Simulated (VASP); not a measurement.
In2H: single point with LDA

System: In2H, a sheet with vacuum.

```
In H
1.0
     4.95568    0.00000    0.00000
    -2.47784    4.29174    0.00000
     0.00000    0.00000   25.48707
In H
2 1
Direct
  0.33333 0.66667 0.28867
  0.66667 0.33333 0.28867
  0.00000 0.00000 0.28892
```

```
Program                : VASP 6.6.1
Task                   : single point
Functional             : LDA
Potentials or basis    : VASP PAW LDA potentials, release 64 (In_d, H)
Cutoff                 : 520 eV
k mesh                 : 6 × 6 × 1
Occupations            : fermi-dirac, width 0.05 eV
Spin                   : no spin polarisation
Dipole correction      : no
Further INCAR settings : ALGO = Normal; EDIFF = 1e-06; NBANDS = 20
```

```yaml
Band_gap_on_the_k_mesh: zero (an odd number of electrons rules out a gap without spin polarisation)
```

Forces on the atoms (eV/Å):
```
In   0.000  0.000  0.001
In   0.000  0.000  0.001
H    0.000  0.000 -0.002
```

Levels at points of the mesh, in eV from the Fermi level:
| k point | band 11 | band 12 | band 13 | band 14 | band 15 | band 16 | band 17 | band 18 |
| --- | --- | --- | --- | --- | --- | --- | --- | --- |
| (0.00, 0.00, 0.00) | -7.42 | -0.70 | 0.12 | 0.43 | 0.93 | 0.93 | 3.37 | 3.95 |
| (0.50, 0.00, 0.00) | -5.71 | -4.82 | -0.85 | -0.42 | 0.82 | 2.07 | 5.26 | 5.28 |
| (0.50, 0.50, 0.00) | -5.71 | -4.82 | -0.85 | -0.42 | 0.82 | 2.07 | 5.26 | 5.28 |

Wall time 2.2 min on 1 thread of Intel(R) Xeon(R) 6975P-C (Granite Rapids) (shared host), peak memory 0.51 GiB.

Caveat: spin-orbit coupling is left out, which moves the levels of the heavy elements.
